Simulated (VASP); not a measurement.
Wanted: the native input for a VASP 6.6.1 run.

| Property | Result |
| --- | --- |
| Task | single point |
| Functional | PBE |
| Potentials or basis | VASP PAW PBE potentials, release 64 (Cu) |
| Cutoff | 520 eV |
| k mesh | 14 × 14 × 10 |
| Occupations | gaussian, width 0.15 eV |
| Spin | no spin polarisation |
| Dipole correction | no |
| Further INCAR settings | ALGO = Fast; EDIFF = 1e-06; NBANDS = 18 |

The structure of Cu lies in POSCAR:

```
Cu
1.0
    0.0000000000     -1.8148741278     -1.8148741278
    0.0000000000      1.8148741278     -1.8148741278
    3.6297482556      0.0000000000      0.0000000000
Cu
2
Direct
    0.5000138231      0.4999755775      0.5000021033
   -0.0000138231      0.0000244225     -0.0000021033
```

One way to write it, as run:

INCAR

```
PREC = Accurate
ENCUT = 520
EDIFF = 1E-6
ISMEAR = 0
SIGMA = 0.15
LREAL = False
LASPH = True
NELM = 80
ALGO = Fast
ISIF = 2
LWAVE = False
LCHARG = True
GGA = PE
LELF = True
LVHAR = True
NBANDS = 18
```

KPOINTS

```
Automatic mesh
0
Gamma
  14 14 10
```

Potentials or basis: VASP PAW PBE potentials, release 64 (Cu).

Run with:

```console
$ cat potpaw_PBE.64/Cu/POTCAR > POTCAR
$ mpirun -np 1 vasp_std > vasp.out
```

Results of the run:

```
Pressure               : 1.0 GPa
Band gap on the k mesh : zero (bands 11 and 12 overlap by 8.08 eV)
```

Run time: 85 s on 1 thread of Intel(R) Xeon(R) 6975P-C (Granite Rapids) (shared host), peak memory 0.3 GiB.
